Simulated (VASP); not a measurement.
# Rh (Fm-3m) in VASP: a series of runs

Runs on Rh. Level: PBE. Tasks: single point, relaxation of cell and atoms.

All numbers are computed with VASP 6.6.1; they aren't measurements. Logs are shortened: lines on timing, memory, paths and dates and some standing lists are left out, and cuts for length are marked.

## Step 1: The cell of the first run

It takes space group Fm-3m (No. 225, cubic). The conventional cell has a = 3.869 Å, b = 3.869 Å, c = 3.869 Å, α = 90.00°, β = 90.00°, γ = 90.00°. Rh (site symmetry m-3m) has 12 Rh at 2.74 Å within 3.6 Å.

## Step 2: Single point, PBE

Contents of INCAR:

```
SYSTEM = Rh
PREC = Accurate
ENCUT = 520
EDIFF = 1E-6
ISMEAR = -1
SIGMA = 0.1
LREAL = .FALSE.
LASPH = .TRUE.
NELM = 60
ALGO = Normal
ISIF = 2
LWAVE = .FALSE.
LCHARG = .FALSE.
GGA = PE
NBANDS = 14
```

Contents of KPOINTS:

```
Automatic mesh
0
G
  17 17 17
  0 0 0
```

Contents of POSCAR:

```
Rh
1.0
    0.0000000000      1.9344869480      1.9344869480
    1.9344869480      0.0000000000      1.9344869480
    1.9344869480      1.9344869480      0.0000000000
Rh
1
Direct
    0.0000000000      0.0000000000      0.0000000000
```

Potentials or basis: VASP PAW PBE potentials, release 64 (Rh_pv).

Launch:

```
$ cat potpaw_PBE.64/Rh_pv/POTCAR > POTCAR
$ mpirun -np 1 vasp_std > vasp.out
```

OUTCAR:

```text
SYSTEM = Rh
   PREC = Accurate
   ENCUT = 520
   EDIFF = 1E-6
   ISMEAR = -1
   LREAL = .FALSE.
   LASPH = .TRUE.
   NELM = 60
   ISIF = 2
   GGA = PE

 ion  position               nearest neighbor table
   1  0.000  0.000  0.000-

  LATTYP: Found a face centered cubic cell.
 ALAT       =     3.8689738960

  Lattice vectors:

 A1 = (   0.0000000000,   1.9344869480,   1.9344869480)
 A2 = (   1.9344869480,   0.0000000000,   1.9344869480)
 A3 = (   1.9344869480,   1.9344869480,   0.0000000000)

Analysis of symmetry for initial positions (statically):
=====================================================================
 Subroutine PRICEL returns:
 Original cell was already a primitive cell.

 Routine SETGRP: Setting up the symmetry group for a
 face centered cubic supercell.

 Subroutine GETGRP returns: Found 48 space group operations
 (whereof 48 operations were pure point group operations)
 out of a pool of 48 trial point group operations.

The static configuration has the point symmetry O_h .

Analysis of symmetry for dynamics (positions and initial velocities):
=====================================================================
 Subroutine PRICEL returns:
 Original cell was already a primitive cell.

 Routine SETGRP: Setting up the symmetry group for a
 face centered cubic supercell.

 Subroutine GETGRP returns: Found 48 space group operations
 (whereof 48 operations were pure point group operations)
 out of a pool of 48 trial point group operations.

The dynamic configuration has the point symmetry O_h .

 Subroutine INISYM returns: Found 48 space group operations
 (whereof 48 operations are pure point group operations),
 and found     1 'primitive' translations

----------------------------------------------------------------------------------------

                                     Primitive cell

  volume of cell :      14.4786

  direct lattice vectors                    reciprocal lattice vectors
     0.000000000  1.934486948  1.934486948    -0.258466463  0.258466463  0.258466463
     1.934486948  0.000000000  1.934486948     0.258466463 -0.258466463  0.258466463
     1.934486948  1.934486948  0.000000000     0.258466463  0.258466463 -0.258466463

  length of vectors
     2.735777678  2.735777678  2.735777678     0.447677047  0.447677047  0.447677047

  position of ions in fractional coordinates (direct lattice)
     0.000000000  0.000000000  0.000000000

  ion indices of the primitive-cell ions
   primitive index   ion index
                 1           1

[... 69 lines left out ...]
   ENCUT  =  520.0 eV  38.22 Ry    6.18 a.u.   5.09  5.09  5.09*2*pi/ulx,y,z
   NELM   =     60;   NELMIN=  2; NELMDL= -5     # of ELM steps
   EDIFF  = 0.1E-05   stopping-criterion for ELM
   LREAL  =      F    real-space projection
[... 7 lines left out ...]
   TEBEG  =    0.0;   TEEND  =   0.0 temperature during run
   PSTRESS=    0.0 pullay stress
   NELECT =      15.0000    total number of electrons
   NUPDOWN=      -1.0000    fix difference up-down
   EMIN   =  10.00;   EMAX   =-10.00  energy-range for DOS
   EFERMI =   0.00;   METHOD = LEGACY
   ISMEAR =    -1;   SIGMA  =   0.10  broadening in eV -4-tet -1-fermi 0-gaus
   EFERMI_NEDOS =   21; number of points for ismear=-14 and -15
   IALGO  =     38    algorithm
   IMIX   =      4    mixing-type and parameters
     AMIX     =   0.40;   BMIX     =  1.00
     AMIX_MAG =   1.60;   BMIX_MAG =  1.00
  volume/ion in A,a.u.               =      14.48        97.71
  Fermi-wavevector in a.u.,A,eV,Ry     =   1.656518  3.130365 37.335085  2.744051
  Thomas-Fermi vector in A             =   2.744429
   LORBIT       =      0    0 simple, 1 ext, 2 COOP (PROOUT), +10 PAW based schemes
   GGA     = PE    functional components
   LHFCALC =     F    Hartree Fock is set to
   AEXX    =    0.0000 exact exchange contribution
   IVDW    =     0    specifies the selected vdW correction
   LEPSILON=     F    determine dielectric tensor
   LRPA    =     F    only Hartree local field effects (RPA)
 non-spin polarized calculation
  energy-cutoff  :      520.00
  volume of cell :       14.48
 maximum number of plane-waves:       398
   NGX = 11   NGY = 11   NGZ = 11

 number of electron      14.9999994 magnetization

 Free energy of the ion-electron system (eV)
  ---------------------------------------------------
  ext. energy  EPLUGINS =         0.00000000
  ---------------------------------------------------
  free energy    TOTEN  =        -7.27253207 eV

  energy without entropy =       -7.22508914  energy(sigma->0) =       -7.24881061

 E-fermi :  10.9721     XC(G=0): -13.6996

 val. band max:       10.9662334331   @ k =   0.4118   0.2353   0.0588
 cond. band min:      10.9942563030   @ k =   0.4118   0.2941   0.0588
 fundamental gap:      0.0280228700
 Fermi energy:        10.9721127728

 k-point     1 :       0.0000    0.0000    0.0000
  band No.  band energies     occupation
      1     -35.3058      2.00000
      2     -35.3058      2.00000
      3     -35.3058      2.00000
      4       3.3977      2.00000
      5       8.1428      2.00000
      6       8.1428      2.00000
      7       8.1428      2.00000
      8      10.0635      1.99977
      9      10.0635      1.99977
     10      26.9980      0.00000
     11      31.6735      0.00000
     12      32.1669      0.00000
     13      32.1669      0.00000
     14      32.1669      0.00000
[... 377 lines left out ...]
      1     -35.4243      2.00000
      2     -35.3374      2.00000
      3     -35.3168      2.00000
      4       4.1934      2.00000
      5       7.8151      2.00000
      6       8.4144      2.00000
      7       8.4481      2.00000
      8       9.7787      1.99999
      9      10.1374      1.99953
     10      27.9495      0.00000
     11      29.2329      0.00000
     12      31.6747      0.00000
     13      32.3522      0.00000
     14      33.7313      0.00000

 [... further k-points ...]
[... 5 lines left out ...]
  --------------------------------------------------------------------------------------
  -------------------------------------------------------------------------------------
  Total       -0.6138532     -0.6138532     -0.6138532     -0.0000000      0.0000000     -0.0000000
  in kB      -67.9278180    -67.9278180    -67.9278180     -0.0000000      0.0000000     -0.0000000
  external PRESSURE =     -67.9278180 kB  Pullay stress =       0.0000000 kB

 VOLUME and BASIS-vectors are now :
 -----------------------------------------------------------------------------
  energy-cutoff  :      520.00
  volume of cell :       14.48
      direct lattice vectors                 reciprocal lattice vectors
     0.000000000  1.934486948  1.934486948    -0.258466463  0.258466463  0.258466463
     1.934486948  0.000000000  1.934486948     0.258466463 -0.258466463  0.258466463
     1.934486948  1.934486948  0.000000000     0.258466463  0.258466463 -0.258466463

 POSITION                                       TOTAL-FORCE (eV/Angst)
 -----------------------------------------------------------------------------------
      0.00000      0.00000      0.00000        -0.000000      0.000000     -0.000000
 -----------------------------------------------------------------------------------
    total drift:                               -0.000000     -0.000000     -0.000000

  FREE ENERGIE OF THE ION-ELECTRON SYSTEM (eV)
  ---------------------------------------------------
  free  energy   TOTEN  =        -7.2725320721 eV

  energy  without entropy=       -7.2250891379  energy(sigma->0) =       -7.24881061
```

Wall time 21 s (1 thread of AMD EPYC 7R43 (Zen 3), shared host); peak memory 0.11 GiB.

Results:

- Free energy: -7.2725 eV
- Pressure: -6.8 GPa

## Step 3: Single point, PBE

Contents of INCAR:

```
SYSTEM = Rh
PREC = Accurate
ENCUT = 520
EDIFF = 1E-7
ISMEAR = -1
SIGMA = 0.1
LREAL = .False.
LASPH = .True.
NELM = 80
ALGO = Normal
ISIF = 2
LWAVE = .False.
LCHARG = .False.
GGA = PE
NBANDS = 14
```

Contents of KPOINTS:

```
regular mesh
0
Gamma
  17 17 17
  0 0 0
```

Contents of POSCAR:

```
Rh
1.0
    0.0000000000      1.9343015936      1.9343015936
    1.9343015936      0.0000000000      1.9343015936
    1.9343015936      1.9343015936      0.0000000000
Rh
1
Direct
    0.0000000000      0.0000000000      0.0000000000
```

Potentials or basis: VASP PAW PBE potentials, release 64 (Rh_pv).

Launch:

```
$ cat potpaw_PBE.64/Rh_pv/POTCAR > POTCAR
$ mpirun -np 1 vasp_std > vasp.out
```

Wall time 21 s (1 thread of AMD EPYC 7R43 (Zen 3), shared host); peak memory 0.11 GiB.

Results (log left out):

```
Free energy : -7.2727 eV
Pressure    : -6.7 GPa
```

Levels at points of the mesh, in eV from the Fermi level:
| k point | band 5 | band 6 | band 7 | band 8 | band 9 | band 10 |
| --- | --- | --- | --- | --- | --- | --- |
| (0.00, 0.00, 0.00) | -2.83 | -2.83 | -2.83 | -0.91 | -0.91 | 16.03 |

## Step 4: Relaxation of cell and atoms, PBE, target pressure -6.8 GPa, at which the enthalpy is minimised

Contents of INCAR:

```
SYSTEM = Rh
  ALGO = Normal
  EDIFF = 1E-6
  EDIFFG = -0.005
  ENCUT = 600
  GGA = PE
  IBRION = 2
  ISIF = 3
  ISMEAR = -1
  LASPH = .TRUE.
  LCHARG = .FALSE.
  LREAL = .FALSE.
  LWAVE = .FALSE.
  NELM = 60
  NSW = 60
  PREC = Accurate
  PSTRESS = -68.0
  SIGMA = 0.1
```

Contents of KPOINTS:

```
k-points
0
G
  17 17 17
  0 0 0
```

Contents of POSCAR:

```
Rh
1.0
    0.0000000000      1.9343062895      1.9343062895
    1.9343062895      0.0000000000      1.9343062895
    1.9343062895      1.9343062895      0.0000000000
Rh
1
Direct
    0.0000000000      0.0000000000      0.0000000000
```

Launch:

```
$ cat potpaw_PBE.64/Rh_pv/POTCAR > POTCAR
$ mpirun -np 1 vasp_std > vasp.out
```

Wall time 55 s (1 thread of AMD EPYC 7R43 (Zen 3), shared host); peak memory 0.13 GiB.

Results (log left out):

* Free energy: -7.2730 eV
* Relaxed volume: 14.47 Å³/atom
* Relaxed cell: a = 2.735 Å, b = 2.735 Å, c = 2.735 Å, α = 60.00°, β = 60.00°, γ = 60.00°
* Space group after relaxing (to 0.05 Å): Fm-3m (No. 225)
* Energy change on relaxing (the enthalpy is what falls): -0.1 meV/atom
* Ionic steps: 3
* Pressure after relaxing: -6.8 GPa

Step by step:
```
step  energy change (eV)  largest force (eV/Å)  pressure (GPa)  volume (Å³)
   1              0.0000                0.0000           -6.86        14.47
   2             -0.0005                0.0000           -6.65        14.46
   3             -0.0001                0.0000           -6.82        14.47
```

Final structure:
```yaml
crystal:
  lattice:
    - [0.00000, 1.93417, 1.93417]
    - [1.93417, 0.00000, 1.93417]
    - [1.93417, 1.93417, 0.00000]
  atoms:
    - { symbol: Rh, position: [0.00000, 0.00000, 0.00000] }
```

Levels at points of the mesh, in eV from the Fermi level:
```
           k point  band 5  band 6  band 7  band 8  band 9  band 10
(0.00, 0.00, 0.00)   -2.83   -2.83   -2.83   -0.91   -0.91    16.03
```

Caveat: the cell is relaxed towards a set pressure, so the enthalpy falls and the energy may rise.

## Step 5: Relaxation of cell and atoms, PBE, target pressure -6.8 GPa, at which the enthalpy is minimised

Contents of INCAR:

```
PREC = Accurate
ENCUT = 600
EDIFF = 1E-7
ISMEAR = -1
SIGMA = 0.1
LREAL = False
LASPH = True
NELM = 80
ALGO = Normal
ISIF = 3
LWAVE = False
LCHARG = False
GGA = PE
IBRION = 2
NSW = 32
EDIFFG = -0.005
PSTRESS = -68.0
```

Contents of KPOINTS:

```
Automatic mesh
0
Gamma
  17 17 17
```

Contents of POSCAR:

```
Rh
1.0
    0.0000000000      1.9344869480      1.9344869480
    1.9344869480      0.0000000000      1.9344869480
    1.9344869480      1.9344869480      0.0000000000
Rh
1
Direct
    0.0000000000      0.0000000000      0.0000000000
```

Launch:

```
$ cat potpaw_PBE.64/Rh_pv/POTCAR > POTCAR
$ mpirun -np 1 vasp_std > vasp.out
```

It took 68 s on 1 thread of AMD EPYC 7R43 (Zen 3), shared host; peak memory 0.14 GiB.

Results (log left out):

| Property | Result |
| --- | --- |
| Free energy | -7.2731 eV |
| Relaxed volume | 14.47 Å³/atom |
| Relaxed cell | a = 2.735 Å, b = 2.735 Å, c = 2.735 Å, α = 60.00°, β = 60.00°, γ = 60.00° |
| Space group after relaxing (to 0.05 Å) | Fm-3m (No. 225) |
| Energy change on relaxing (the enthalpy is what falls) | -0.4 meV/atom |
| Ionic steps | 3 |
| Pressure after relaxing | -6.8 GPa |

The path:
```tsv
step	energy change (eV)	largest force (eV/Å)	pressure (GPa)	volume (Å³)
1	0.0000	0.0000	-6.92	14.48
2	-0.0009	0.0000	-6.58	14.46
3	-0.0004	0.0000	-6.79	14.47
```

Final structure:
```yaml
crystal:
  lattice:
    - [0.00000, 1.93410, 1.93410]
    - [1.93410, 0.00000, 1.93410]
    - [1.93410, 1.93410, 0.00000]
  atoms:
    - { symbol: Rh, position: [0.00000, 0.00000, 0.00000] }
```

Levels at points of the mesh, in eV from the Fermi level:
| k point | band 3 | band 4 | band 5 | band 6 | band 7 | band 8 | band 9 | band 10 | band 11 |
| --- | --- | --- | --- | --- | --- | --- | --- | --- | --- |
| (0.00, 0.00, 0.00) | -46.28 | -7.58 | -2.83 | -2.83 | -2.83 | -0.91 | -0.91 | 16.03 | 20.70 |

Caveat: the cell is relaxed towards a set pressure, so the enthalpy falls and the energy may rise.
